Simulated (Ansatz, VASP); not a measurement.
# One calculation of Cu, two programs

```
Cu
1.0
     2.30635    0.00000    0.00000
     0.00000    2.30635    0.00000
     0.00000    0.00000    2.30635
Cu
1
Direct
  0.00000 0.00000 0.00000
```

Alike in both runs: task single point; functional PBE; k mesh 21 × 21 × 21; occupations fermi-dirac, width 0.1 eV; no spin polarisation.

```csv
,VASP,Ansatz
version,VASP 6.6.1,Ansatz 0.2.0
potentials or method,"VASP PAW PBE potentials, release 64 (Cu), cutoff 520 eV","plane waves (420 eV) with PAW, scalar-relativistic"
valence electrons in the cell,11,19
```

Ansatz gave:

| Quantity | Value |
| --- | --- |
| pressure (GPa) | 17.9 |

Task: Estimate VASP's values.

Result: Pressure (GPa): 18.5.

VASP's potentials hold 11 valence electrons a cell and Ansatz's 19, so a difference there can come from the potentials and not from the codes.
